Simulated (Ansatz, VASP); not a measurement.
One calculation of Mg3HO3, two programs

INCAR

```
SYSTEM = Mg3HO3
  PREC = Accurate
  ENCUT = 520
  EDIFF = 1E-6
  ISMEAR = 0
  SIGMA = 0.05
  LREAL = .False.
  LASPH = .True.
  NELM = 150
  ALGO = Normal
  ISIF = 2
  LWAVE = .False.
  LCHARG = .False.
  ISPIN = 2
  MAGMOM = 0 0 0 0 0 0 1
  LORBIT = 11
  LDIPOL = .True.
  IDIPOL = 3
  DIPOL = 0.5 0.5 0.312
  GGA = PS
  NBANDS = 26
```

File KPOINTS:

```
Automatic mesh
0
Gamma
  9 9 1
  0 0 0
```

File POSCAR:

```
Mg3HO3
1.0
    2.9804137519      0.0000000000      0.0000000000
    0.0000000000      2.9804137519      0.0000000000
    0.0000000000      0.0000000000     21.2399431533
Mg O H
3 3 1
Direct
    0.5000000000      0.5000000000      0.1883244212
    0.0000000000      0.0000000000      0.2877909891
    0.5000000000      0.5000000000      0.3857349348
    0.0000000000      0.0000000000      0.1883244212
    0.5000000000      0.5000000000      0.2873494718
    0.0000000000      0.0000000000      0.3879456312
    0.1666666667      0.0000000000      0.4599797223
```

Input for Ansatz:

```yaml
crystal:
  lattice:
    - [2.9804137519, 0.0, 0.0]
    - [0.0, 2.9804137519, 0.0]
    - [0.0, 0.0, 21.2399431533]
  atoms:
    - { symbol: Mg, position: [0.5, 0.5, 0.1883244212] }
    - { symbol: O, position: [0.0, 0.0, 0.1883244212] }
    - { symbol: Mg, position: [0.0, 0.0, 0.2877909891] }
    - { symbol: O, position: [0.5, 0.5, 0.2873494718] }
    - { symbol: Mg, position: [0.5, 0.5, 0.3857349348] }
    - { symbol: O, position: [0.0, 0.0, 0.3879456312] }
    - { symbol: H, position: [0.1666666667, 0.0, 0.4599797223], spin: 1.0 }
basis:
  ecutwfc: 420
kpoints:
  mp_grid: { grid: [9, 9, 1] }
hamiltonian:
  xc: pbesol
  pseudopotentials: { kind: paw, azcp: { folder: soft_1 } }
scf:
  occupations: { method: gaussian, width: 0.05 }
output:
  forces: true
  eigenvalues: true
  populations: true
magnetization:
  spin_polarized: true
efield:
  axis: 3
  dipole_correction: true
  ramp_width: 0.04
```

Alike in both runs: task single point; functional PBEsol; k mesh 9 × 9 × 1; occupations gaussian, width 0.05 eV; collinear spin.

```csv
,VASP,Ansatz
version,VASP 6.6.1,Ansatz 0.2.0
potentials or method,"VASP PAW PBE potentials, release 64 (Mg, O, H), cutoff 520 eV","scalar-relativistic, plane waves, PAW"
valence electrons in the cell,25,49
```

|  | VASP | Ansatz | Ansatz less VASP |
| --- | --- | --- | --- |
| gap on the k mesh at the Fermi level (eV) | none | none | - |
| rms of the force components (eV/Å) | 0.328 | 0.326 | -0.0014 |
| net moment per atom (μB) | 0.11 | 0.11 | 0.000 |
| size of the moment on the site where the two differ most (μB) | 0.20 | 0.27 | +0.070 |

VASP's potentials were made for PBE, not for PBEsol, and Ansatz warns of the same on its side. Site moments also hang on the region over which each program counts them. A gap of «none» marks a metal or a gap that the smearing closes. VASP's potentials hold 25 valence electrons a cell and Ansatz's 49, so a difference there can come from the potentials and not from the codes. Ansatz's warnings: stability check not made.
